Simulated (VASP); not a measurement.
Write the native input for VASP 6.6.1 that does the following.

- Task: single point
- Functional: PBEsol
- Potentials or basis: VASP PAW PBE potentials, release 64 (Ag)
- Cutoff: 520 eV
- k mesh: 20 × 20 × 20
- Occupations: gaussian, width 0.15 eV
- Spin: no spin polarisation
- Dipole correction: no
- Further INCAR settings: ALGO = Fast; EDIFF = 1e-07; NBANDS = 12

The structure of Ag lies in POSCAR:

```
Ag
1.0
   -1.7384367000      1.7384367000      1.7384367000
    1.7384367000     -1.7384367000      1.7384367000
    1.7384367000      1.7384367000     -1.7384367000
Ag
1
Direct
    0.0000000000      0.0000000000      0.0000000000
```

This cell differs from its parent crystal: strain +0.050 along x and y, +0.050 along z.

These files were run (other wordings do the same):

INCAR

```
PREC = Accurate ; ENCUT = 520
EDIFF = 1E-7 ; ISMEAR = 0
SIGMA = 0.15 ; LREAL = False
LASPH = True ; NELM = 100
ALGO = Fast ; ISIF = 2
LWAVE = False ; LCHARG = False
GGA = PS ; NBANDS = 12
```

KPOINTS

```
regular mesh
0
Gamma
  20 20 20
```

Potentials or basis: VASP PAW PBE potentials, release 64 (Ag).

Command:

```sh
$ cat potpaw_PBE.64/Ag/POTCAR > POTCAR
$ mpirun -np 1 vasp_std > vasp.out
```

Results of the run:

```json
{"Pressure": "-13.6 GPa"}
```

Caveat: the cell differs from its parent crystal (strain +0.050 along x and y, +0.050 along z); the PAW data sets were made with another functional, which shifts forces and pressure a little.

It took 17 s on 1 thread of Intel(R) Xeon(R) 6975P-C (Granite Rapids) (shared host), peak memory 0.18 GiB.
